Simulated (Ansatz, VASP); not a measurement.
One calculation of Ir, two programs

INCAR

```
PREC = Accurate ; ENCUT = 520
EDIFF = 1E-7 ; ISMEAR = 0
SIGMA = 0.15 ; LREAL = False
LASPH = True ; NELM = 60
ALGO = Fast ; ISIF = 2
LWAVE = False ; LCHARG = False
GGA = PE ; NBANDS = 10
```

KPOINTS

```
Automatic mesh
0
Gamma
  22 22 22
```

The input POSCAR:

```
Ir
1.0
    0.0000000000      1.9184620477      2.1266151799
    1.9184620477      0.0000000000      2.1266151799
    1.9184620477      1.9184620477      0.0000000000
Ir
1
Direct
    0.0000000000      0.0000000000      0.0000000000
```

Input for Ansatz:

```yaml
crystal:
  lattice:
    - [0.0, 1.9184620477, 2.1266151799]
    - [1.9184620477, 0.0, 2.1266151799]
    - [1.9184620477, 1.9184620477, 0.0]
  atoms:
    - { symbol: Ir, position: [0.0, 0.0, 0.0] }
basis:
  ecutwfc: 420
kpoints:
  mp_grid: { grid: [22, 22, 22] }
hamiltonian:
  xc: pbe
  pseudopotentials: { kind: paw, azcp: { folder: soft_1 } }
scf:
  occupations: { method: gaussian, width: 0.15 }
output:
  forces: true
  stress: true
  eigenvalues: true
```

Alike in both runs: task single point; functional PBE; k mesh 22 × 22 × 22; occupations gaussian, width 0.15 eV; no spin polarisation.

```csv
,VASP,Ansatz
version,VASP 6.6.1,Ansatz 0.2.0
potentials or method,"VASP PAW PBE potentials, release 64 (Ir), cutoff 520 eV","scalar-relativistic, plane waves, PAW"
valence electrons in the cell,9,17
```

VASP gave:

| Property | Result |
| --- | --- |
| gap on the k mesh at the Fermi level (eV) | none |
| pressure (GPa) | -19.3 |
| traceless stress, the component that is largest in VASP (GPa) | -18.99 |

Estimate Ansatz's values.

gap on the k mesh at the Fermi level (eV): none; pressure (GPa): -19.7; traceless stress, the component that is largest in VASP (GPa): -19.13.

A gap of «none» marks a metal or a gap that the smearing closes. VASP's potentials hold 9 valence electrons a cell and Ansatz's 17, so a difference there can come from the potentials and not from the codes.

Neither program's run includes spin-orbit coupling.
